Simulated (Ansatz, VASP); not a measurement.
Pd in VASP and in Ansatz

Contents of INCAR:

```
SYSTEM = Pd
ALGO     = Normal         ! electronic algorithm
EDIFF    = 1E-7           ! SCF threshold, eV
ENCUT    = 520            ! plane-wave cutoff, eV
ISIF     = 2              ! what is computed and relaxed
ISMEAR   = 0              ! smearing method
LASPH    = .True.         ! aspherical terms in the spheres
LCHARG   = .True.         ! write CHGCAR
LELF     = .True.         ! ELF
LREAL    = .False.        ! projectors in reciprocal space
LVHAR    = .True.       
LWAVE    = .False.        ! write WAVECAR
NBANDS   = 11             ! bands
NELM     = 80             ! most SCF steps
PREC     = Accurate       ! precision mode
SIGMA    = 0.05           ! smearing width, eV
```

KPOINTS

```
k-points
0
Gamma
  18 18 18
  0 0 0
```

Contents of POSCAR:

```
Pd
1.0
    0.0000000000      1.9194661316      1.9194661316
    1.9194661316      0.0000000000      1.9194661316
    1.9194661316      1.9194661316      0.0000000000
Pd
1
Direct
    0.0000000000      0.0000000000      0.0000000000
```

Input for Ansatz:

```yaml
crystal:
  lattice:
    - [0.0, 1.9194661316, 1.9194661316]
    - [1.9194661316, 0.0, 1.9194661316]
    - [1.9194661316, 1.9194661316, 0.0]
  atoms:
    - { symbol: Pd, position: [0.0, 0.0, 0.0] }
basis:
  ecutwfc: 420
  ecutrho_ratio: 4
kpoints:
  mp_grid: { grid: [18, 18, 18] }
hamiltonian:
  xc: lda
scf:
  occupations: { method: gaussian, width: 0.05 }
output:
  forces: true
  stress: true
  eigenvalues: true
```

Alike in both runs: task single point; functional LDA; k mesh 18 × 18 × 18; occupations gaussian, width 0.05 eV; no spin polarisation.

|  | VASP | Ansatz |
| --- | --- | --- |
| version | VASP 6.6.1 | Ansatz 0.2.0 |
| potentials or method | VASP PAW LDA potentials, release 64 (Pd), cutoff 520 eV | scalar-relativistic, plane waves, PAW |
| valence electrons in the cell | 10 | 18 |

```csv
,VASP,Ansatz,Ansatz less VASP
pressure (GPa),0.2,-0.1,-0.27
```

LDA's correlation is that of Perdew and Zunger in VASP and of Perdew and Wang (1992) in Ansatz. VASP's potentials hold 10 valence electrons a cell and Ansatz's 18, so a difference there can come from the potentials and not from the codes.
